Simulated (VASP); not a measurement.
# Ta16Cu in VASP: single point with PBE+D3(BJ)

Aim: the single point of Ta16Cu with PBE+D3(BJ).

Everything below comes from runs of VASP 6.6.1. Logs are shortened: lines on timing, memory, paths and dates and some standing lists are left out, and cuts for length are marked.

## (1) The cell of the first run

The cell holds a slab with vacuum, 17 atoms: a = 6.570 Å, b = 6.570 Å, c = 21.910 Å, α = 90.00°, β = 90.00°, γ = 90.00°.

## (2) Single point, PBE+D3(BJ)

INCAR

```
PREC = Accurate
ENCUT = 520
EDIFF = 1E-6
ISMEAR = 0
SIGMA = 0.1
LREAL = Auto
LASPH = True
NELM = 60
ALGO = Normal
ISIF = 2
LWAVE = False
LCHARG = False
LDIPOL = True
IDIPOL = 3
DIPOL = 0.5 0.5 0.307
GGA = PE
IVDW = 12
NBANDS = 108
```

KPOINTS

```
regular mesh
0
Gamma
  4 4 1
```

POSCAR

```
Ta16Cu
1.0
    6.5699959905      0.0000000000      0.0000000000
    0.0000000000      6.5699959905      0.0000000000
    0.0000000000      0.0000000000     21.9099229040
Ta Cu
16 1
Direct
    0.2500000000      0.2500000000      0.1825656812
    0.2500000000      0.7500000000      0.1825656812
    0.7500000000      0.2500000000      0.1825656812
    0.7500000000      0.7500000000      0.1825656812
    0.0000000000      0.0000000000      0.2575316683
    0.0000000000      0.5000000000      0.2575316683
    0.5000000000      0.0000000000      0.2575316683
    0.5000000000      0.5000000000      0.2575316683
    0.2500000000      0.2500000000      0.3326484497
    0.2500000000      0.7500000000      0.3326484497
    0.7500000000      0.2500000000      0.3326484497
    0.7500000000      0.7500000000      0.3326484497
    0.0000000000      0.0000000000      0.4020973941
    0.0000000000      0.5000000000      0.4020973941
    0.5000000000      0.0000000000      0.4020973941
    0.5000000000      0.5000000000      0.4020973941
    0.0000000000      0.2500000000      0.5162009448
```

Potentials or basis: VASP PAW PBE potentials, release 64 (Ta_pv, Cu).

The run is started by

```bash
cat potpaw_PBE.64/Ta_pv/POTCAR potpaw_PBE.64/Cu/POTCAR > POTCAR
mpirun -np 1 vasp_std > vasp.out
```

OUTCAR:

```text
PREC = Accurate
   ENCUT = 520
   EDIFF = 1E-6
   ISMEAR = 0
   LREAL = Auto
   LASPH = True
   NELM = 60
   ISIF = 2
   GGA = PE
   IVDW = 12
 IVDW          = 12

 ion  position               nearest neighbor table
   1  0.250  0.250  0.183-   5 2.84   6 2.84   7 2.84   8 2.84   2 3.28   3 3.28   2 3.28   3 3.28
                             9 3.29
   2  0.250  0.750  0.183-   5 2.84   6 2.84   7 2.84   8 2.84   1 3.28   4 3.28   1 3.28   4 3.28
                            10 3.29
   3  0.750  0.250  0.183-   5 2.84   6 2.84   7 2.84   8 2.84   1 3.28   4 3.28   4 3.28   1 3.28
                            11 3.29
   4  0.750  0.750  0.183-   5 2.84   6 2.84   7 2.84   8 2.84   2 3.28   3 3.28   3 3.28   2 3.28
                            12 3.29
   5  0.000  0.000  0.258-   1 2.84   2 2.84   3 2.84   4 2.84   9 2.85  10 2.85  11 2.85  12 2.85
                            13 3.17   7 3.28   6 3.28   6 3.28   7 3.28
   6  0.000  0.500  0.258-   1 2.84   2 2.84   3 2.84   4 2.84   9 2.85  10 2.85  11 2.85  12 2.85
                            14 3.17   8 3.28   5 3.28   5 3.28   8 3.28
   7  0.500  0.000  0.258-   1 2.84   2 2.84   3 2.84   4 2.84   9 2.85  10 2.85  11 2.85  12 2.85
                            15 3.17   8 3.28   5 3.28   8 3.28   5 3.28
   8  0.500  0.500  0.258-   1 2.84   2 2.84   3 2.84   4 2.84   9 2.85  10 2.85  11 2.85  12 2.85
                            16 3.17   7 3.28   6 3.28   7 3.28   6 3.28
   9  0.250  0.250  0.333-  13 2.78  14 2.78  15 2.78  16 2.78   5 2.85   6 2.85   7 2.85   8 2.85
                            10 3.28  11 3.28  10 3.28  11 3.28   1 3.29
  10  0.250  0.750  0.333-  13 2.78  14 2.78  15 2.78  16 2.78   5 2.85   6 2.85   7 2.85   8 2.85
                             9 3.28  12 3.28   9 3.28  12 3.28   2 3.29
  11  0.750  0.250  0.333-  13 2.78  14 2.78  15 2.78  16 2.78   5 2.85   6 2.85   7 2.85   8 2.85
                             9 3.28  12 3.28  12 3.28   9 3.28   3 3.29
  12  0.750  0.750  0.333-  13 2.78  14 2.78  15 2.78  16 2.78   5 2.85   6 2.85   7 2.85   8 2.85
                            10 3.28  11 3.28  11 3.28  10 3.28   4 3.29
  13  0.000  0.000  0.402-   9 2.78  10 2.78  11 2.78  12 2.78  17 2.99   5 3.17  15 3.28  14 3.28
                            14 3.28  15 3.28
  14  0.000  0.500  0.402-   9 2.78  10 2.78  11 2.78  12 2.78  17 2.99   6 3.17  16 3.28  13 3.28
                            13 3.28  16 3.28
  15  0.500  0.000  0.402-   9 2.78  10 2.78  11 2.78  12 2.78   7 3.17  13 3.28  16 3.28  16 3.28
                            13 3.28
  16  0.500  0.500  0.402-   9 2.78  10 2.78  11 2.78  12 2.78   8 3.17  14 3.28  15 3.28  15 3.28
                            14 3.28
  17  0.000  0.250  0.516-  13 2.99  14 2.99

  LATTYP: Found a simple tetragonal cell.
 ALAT       =     6.5699959905
 C/A-ratio  =     3.3348457040

  Lattice vectors:

 A1 = (   6.5699959905,   0.0000000000,   0.0000000000)
 A2 = (   0.0000000000,   6.5699959905,   0.0000000000)
 A3 = (   0.0000000000,   0.0000000000,  21.9099229040)

Analysis of symmetry for initial positions (statically):
=====================================================================
 Subroutine PRICEL returns:
 Original cell was already a primitive cell.

 Routine SETGRP: Setting up the symmetry group for a
 simple tetragonal supercell.

 Subroutine GETGRP returns: Found  4 space group operations
 (whereof  2 operations were pure point group operations)
 out of a pool of 16 trial point group operations.

The static configuration has the point symmetry C_1h.
 The point group associated with its full space group is C_2v.

Analysis of symmetry for dynamics (positions and initial velocities):
=====================================================================
 Subroutine PRICEL returns:
 Original cell was already a primitive cell.

 Routine SETGRP: Setting up the symmetry group for a
 simple tetragonal supercell.

 Subroutine GETGRP returns: Found  4 space group operations
 (whereof  2 operations were pure point group operations)
 out of a pool of 16 trial point group operations.

The dynamic configuration has the point symmetry C_1h.
 The point group associated with its full space group is C_2v.

 Subroutine INISYM returns: Found  4 space group operations
 (whereof  2 operations are pure point group operations),
 and found     1 'primitive' translations

----------------------------------------------------------------------------------------

                                     Primitive cell

  volume of cell :     945.7385

  direct lattice vectors                    reciprocal lattice vectors
     6.569995990  0.000000000  0.000000000     0.152207094  0.000000000  0.000000000
[... 65 lines left out ...]

 Subroutine IBZKPT returns following result:
 ===========================================

 Found      9 irreducible k-points:

 Following reciprocal coordinates:
            Coordinates               Weight
  0.000000  0.000000  0.000000      1.000000
  0.250000  0.000000  0.000000      2.000000
  0.000000  0.250000  0.000000      2.000000
  0.500000  0.000000  0.000000      1.000000
  0.000000  0.500000  0.000000      1.000000
  0.250000  0.250000  0.000000      4.000000
  0.500000  0.250000  0.000000      2.000000
 -0.250000  0.500000  0.000000      2.000000
  0.500000  0.500000  0.000000      1.000000
   k-points           NKPTS =      9   k-points in BZ     NKDIM =      9   number of bands    NBANDS=    108
   number of dos      NEDOS =    301   number of ions     NIONS =     17
   total plane-waves  NPLWV = 420000
   dimension x,y,z NGX =    50 NGY =   50 NGZ =  168
   dimension x,y,z NGXF=   100 NGYF=  100 NGZF=  336
   ions per type =              16   1
   NGX,Y,Z   is equivalent  to a cutoff of  12.65, 12.65, 12.75 a.u.
   NGXF,Y,Z  is equivalent  to a cutoff of  25.30, 25.30, 25.49 a.u.
 SYSTEM =  unknown system
   PREC   = accura    normal or accurate (medium, high low for compatibility)
   ISTART =      0    job   : 0-new  1-cont  2-samecut
   ICHARG =      2    charge: 1-file 2-atom 10-const
   ISPIN  =      1    spin polarized calculation?
   LNONCOLLINEAR =      F non collinear calculations
   LSORBIT =      F    spin-orbit coupling
   LASPH  =      T    aspherical Exc in radial PAW
   ENCUT  =  520.0 eV  38.22 Ry    6.18 a.u.  12.22 12.22 40.74*2*pi/ulx,y,z
   NELM   =     60;   NELMIN=  2; NELMDL= -5     # of ELM steps
   EDIFF  = 0.1E-05   stopping-criterion for ELM
   LREAL  =      T    real-space projection
   EDIFFG = 0.1E-04   stopping-criterion for IOM
   NSW    =      0    number of steps for IOM
   IBRION =     -1    ionic relax: 0-MD 1-quasi-New 2-CG
   NFREE  =      0    steps in history (QN), initial steepest desc. (CG)
   ISIF   =      2    stress and relaxation
   ISYM   =      2    0-nonsym 1-usesym 2-fastsym
   POTIM  = 0.5000    time-step for ionic-motion
   TEBEG  =    0.0;   TEEND  =   0.0 temperature during run
   PSTRESS=    0.0 pullay stress
   NELECT =     187.0000    total number of electrons
   NUPDOWN=      -1.0000    fix difference up-down
   EMIN   =  10.00;   EMAX   =-10.00  energy-range for DOS
   EFERMI =   0.00;   METHOD = LEGACY
   ISMEAR =     0;   SIGMA  =   0.10  broadening in eV -4-tet -1-fermi 0-gaus
   EFERMI_NEDOS =   21; number of points for ismear=-14 and -15
   IALGO  =     38    algorithm
   IMIX   =      4    mixing-type and parameters
     AMIX     =   0.40;   BMIX     =  1.00
     AMIX_MAG =   1.60;   BMIX_MAG =  1.00
  volume/ion in A,a.u.               =      55.63       375.42
  Fermi-wavevector in a.u.,A,eV,Ry     =   0.953744  1.802314 12.376227  0.909627
  Thomas-Fermi vector in A             =   2.082427
   LORBIT       =      0    0 simple, 1 ext, 2 COOP (PROOUT), +10 PAW based schemes
   GGA     = PE    functional components
   LHFCALC =     F    Hartree Fock is set to
   AEXX    =    0.0000 exact exchange contribution
   IVDW    =    12    specifies the selected vdW correction
   LEPSILON=     F    determine dielectric tensor
   LRPA    =     F    only Hartree local field effects (RPA)
 non-spin polarized calculation
 Gauss-broadening in eV      SIGMA  =   0.10
  energy-cutoff  :      520.00
  volume of cell :      945.74
 maximum number of plane-waves:     25516
 NGX is ok and might be reduce to    50
   NGX = 25   NGY = 25   NGZ = 81

 dipolmoment           0.000000      0.000000      0.009284 electrons x Angstroem

 number of electron     186.9999993 magnetization

 dipolmoment           0.000000      0.000000     -0.022218 electrons x Angstroem

 Free energy of the ion-electron system (eV)
  ---------------------------------------------------
  ext. energy  EPLUGINS =         0.00000000
  ---------------------------------------------------
  free energy    TOTEN  =      -176.95075732 eV

  energy without entropy =     -176.87551708  energy(sigma->0) =     -176.91313720

 E-fermi :  -0.6910     XC(G=0):  -5.1897

 val. band max:       -0.6938543259   @ k =   0.0000   0.2500   0.0000
 cond. band min:      -0.6674888683   @ k =   0.2500   0.0000   0.0000
 fundamental gap:      0.0263654576
 Fermi energy:        -0.6910243010

 k-point     1 :       0.0000    0.0000    0.0000
  band No.  band energies     occupation
      1     -35.6742      2.00000
      2     -35.6716      2.00000
      3     -35.6606      2.00000
      4     -35.6594      2.00000
      5     -35.6547      2.00000
      6     -35.6534      2.00000
[... 961 lines left out ...]
    104      -0.2274      0.00000
    105      -0.2092      0.00000
 [bands above 105 left out]

------------------------ aborting loop because EDIFF is reached ----------------------------------------

 vacuum level on the upper side and lower side of the slab       (xc-potential included)        -0.199        -0.114

 Edisp (eV)   -6.85546

 E8    (eV) :    -3.7266

  FORCE on cell =-STRESS in cart. coord.  units (eV):
  Direction    XX          YY          ZZ          XY          YZ          ZX
  --------------------------------------------------------------------------------------
  -------------------------------------------------------------------------------------
  Total     -18.32148   -20.27209    -6.25420     0.00000     0.00000     0.00000
  in kB     -31.03845   -34.34298   -10.59525     0.00000     0.00000     0.00000
  external pressure =      -25.33 kB  Pullay stress =        0.00 kB

 VOLUME and BASIS-vectors are now :
 -----------------------------------------------------------------------------
  energy-cutoff  :      520.00
  volume of cell :      945.74
      direct lattice vectors                 reciprocal lattice vectors
     6.569995990  0.000000000  0.000000000     0.152207094  0.000000000  0.000000000
     0.000000000  6.569995990  0.000000000     0.000000000  0.152207094  0.000000000
     0.000000000  0.000000000 21.909922904     0.000000000  0.000000000  0.045641420

 POSITION                                       TOTAL-FORCE (eV/Angst)
 -----------------------------------------------------------------------------------
      1.64250      1.64250      4.00000        -0.011605      0.000000      0.530892
      1.64250      4.92750      4.00000         0.026264      0.000000      0.477575
      4.92750      1.64250      4.00000         0.011605      0.000000      0.530892
      4.92750      4.92750      4.00000        -0.026264      0.000000      0.477575
      0.00000      0.00000      5.64250         0.000000      0.044689     -0.604666
      0.00000      3.28500      5.64250         0.000000     -0.044689     -0.604666
[... 9 lines left out ...]
      3.28500      3.28500      8.80992         0.000000     -0.055793     -0.104037
      0.00000      1.64250     11.30992         0.000000      0.000000     -1.479103
 -----------------------------------------------------------------------------------
    total drift:                                0.000000      0.000000     -0.003218

  FREE ENERGIE OF THE ION-ELECTRON SYSTEM (eV)
  ---------------------------------------------------
  free  energy   TOTEN  =      -183.8062210394 eV

  energy  without entropy=     -183.7309807929  energy(sigma->0) =     -183.76860092

 vacuum level on the upper side and lower side of the slab         3.145         3.237
```

It took 44 min on 1 thread of AMD EPYC 9R45 (Zen 5), shared host; peak memory 1.1 GiB.

Results:

- Free energy: -183.8062 eV
- Largest force: 1.479 eV/Å
- Dispersion energy per atom: -0.403 eV

Forces in eV/Å, atoms in the order of the input:
```
Ta  -0.012  0.000  0.531
Ta   0.026  0.000  0.478
Ta   0.012  0.000  0.531
Ta  -0.026  0.000  0.478
Ta   0.000  0.045 -0.605
Ta   0.000 -0.045 -0.605
Ta   0.000  0.045 -0.470
Ta   0.000 -0.045 -0.470
Ta   0.049  0.000 -0.200
Ta   0.084  0.000  0.022
Ta  -0.049  0.000 -0.200
Ta  -0.084  0.000  0.022
Ta   0.000  0.580  1.088
Ta   0.000 -0.580  1.088
Ta   0.000  0.056 -0.104
Ta   0.000 -0.056 -0.104
Cu   0.000  0.000 -1.479
```

Levels at points of the mesh, in eV from the Fermi level:
| k point | band 92 | band 93 | band 94 | band 95 | band 96 | band 97 |
| --- | --- | --- | --- | --- | --- | --- |
| (0.00, 0.00, 0.00) | -0.03 | 0.15 | 0.15 | 0.19 | 0.19 | 0.37 |
| (0.50, 0.00, 0.00) | -0.41 | -0.37 | -0.08 | 0.12 | 0.31 | 0.31 |
| (0.00, 0.50, 0.00) | -0.42 | -0.37 | -0.06 | 0.12 | 0.29 | 0.31 |
| (0.50, 0.50, 0.00) | -0.86 | -0.83 | -0.64 | -0.12 | -0.12 | -0.11 |

Caveat: spin-orbit coupling is left out, which moves the levels of the heavy elements.
